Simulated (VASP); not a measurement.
Crystal: Ge2Sb3Se.

```xyz
6
Lattice="3.9180 0.0000 0.0000 0.0000 3.9180 0.0000 0.0000 0.0000 8.7875" Properties=species:S:1:pos:R:3 pbc="T T T"
Ge    1.9590    0.0000    6.4543
Ge    0.0000    1.9590    2.3333
Sb    1.9590    0.0000    3.3934
Sb    0.0000    1.9590    5.3941
Sb    0.0000    0.0000    0.0000
Se    1.9590    1.9590    0.0000
```

The cell was generated, and may not be a known phase.

```yaml
Program: VASP 6.6.1
Task: relaxation of cell and atoms
Functional: PBE
Potentials_or_basis: VASP PAW PBE potentials, release 64 (Ge_d, Sb, Se)
Cutoff: 600 eV
k_mesh: 4 × 4 × 2
Occupations: gaussian, width 0.1 eV
Spin: no spin polarisation
```

At the start: pressure 7.5 GPa; volume 22.48 Å³/atom.

Where does the relaxation end?

Over 20 steps the energy falls by 95.1 meV/atom and the volume is 25.11 Å³/atom (+11.7 %); space group P-4m2 (No. 115, to 0.1 Å) before and after.

The path:
```
step  energy change (eV)  largest force (eV/Å)  pressure (GPa)  volume (Å³)
   1              0.0000                0.7536            7.46       134.90
   2             -0.3054                0.5705           -2.30       156.37
   3             -0.3441                0.6064           -0.27       150.29
   4             -0.3818                0.5386           -0.20       150.22
   5             -0.4631                0.3071            0.17       149.98
   6             -0.4545                0.2748            1.94       149.41
   7             -0.4875                0.1015            0.86       149.72
   8             -0.4927                0.1553           -1.06       155.37
   9             -0.5001                0.1397           -0.27       152.85
  10             -0.5076                0.1836           -0.16       152.38
  11             -0.5301                0.3003            0.14       150.97
  12             -0.5330                0.4019            0.94       148.07
  13             -0.5450                0.3446            0.43       149.67
  14             -0.5455                0.3578            0.61       149.10
  15             -0.5459                0.3525            0.55       149.31
  16             -0.5485                0.3399            0.51       149.34
  17             -0.5542                0.3015            0.43       149.45
  18             -0.5581                0.2274            0.25       149.67
  19             -0.5642                0.1652            0.18       149.93
  20             -0.5705                0.0287            0.00       150.65
```

Final structure:
```
CELL_PARAMETERS angstrom
4.06875 0.00000 0.00000
0.00000 4.06875 0.00000
0.00000 0.00000 9.10021
ATOMIC_POSITIONS crystal
Ge 0.50000 0.00000 0.68643
Ge 0.00000 0.50000 0.31357
Sb 0.50000 0.00000 0.37149
Sb 0.00000 0.50000 0.62851
Sb 0.00000 0.00000 0.00000
Se 0.50000 0.50000 0.00000
```

Caveat: the k points lie up to 0.39 Å⁻¹ apart in the final cell, too coarse for converged energies and pressures of a metal; an odd number of electrons without spin polarisation forces a metal; a magnetic or distorted state may lie lower.
